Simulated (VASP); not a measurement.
Write the native input for VASP 6.6.1 that does the following.

- Task: single point
- Functional: PBE
- Potentials or basis: VASP PAW PBE potentials, release 64 (Eu, Ni)
- Cutoff: 520 eV
- k mesh: 7 × 7 × 7
- Occupations: fermi-dirac, width 0.05 eV
- Spin: collinear spin, ferromagnetic start
- Starting moments: [7.0, 1.0, 1.0, 1.0] μB
- Dipole correction: no
- Further INCAR settings: ALGO = Normal; EDIFF = 1e-07; NBANDS = 36

The structure of EuNi3 lies in POSCAR:

```
EuNi3
1.0
    3.9136725914      0.0000000000      0.0000000000
    0.0000000000      3.9136725914      0.0000000000
    0.0000000000      0.0000000000      3.9136725914
Eu Ni
1 3
Direct
    0.0000000000      0.0000000000      0.0000000000
    0.5000000000      0.0000000000      0.5000000000
    0.0000000000      0.5000000000      0.5000000000
    0.5000000000      0.5000000000      0.0000000000
```

One way to write it, as run:

INCAR

```
SYSTEM = EuNi3
  PREC = Accurate
  ENCUT = 520
  EDIFF = 1E-7
  ISMEAR = -1
  SIGMA = 0.05
  LREAL = .False.
  LASPH = .True.
  NELM = 150
  ALGO = Normal
  ISIF = 2
  LWAVE = .False.
  LCHARG = .False.
  ISPIN = 2
  MAGMOM = 7 1 1 1
  LORBIT = 11
  LMAXMIX = 6
  GGA = PE
  NBANDS = 36
```

KPOINTS

```
Automatic mesh
0
Gamma
  7 7 7
  0 0 0
```

Potentials or basis: VASP PAW PBE potentials, release 64 (Eu, Ni).

Run with:

```console
$ cat potpaw_PBE.64/Eu/POTCAR potpaw_PBE.64/Ni/POTCAR > POTCAR
$ mpirun -np 1 vasp_std > vasp.out
```

Results of the run:

| Property | Result |
| --- | --- |
| Pressure | -0.4 GPa |
| Net moment | 5.95 μB per cell |
| Site moments | Eu +6.31; Ni -0.23 μB |
| Valence electrons inside the program's atomic spheres | Eu 14.90; Ni 9.16 |

Wall time 3.7 min on 1 thread of Oxide Virtual Turin-like Processor, with other jobs on the host, peak memory 0.21 GiB.
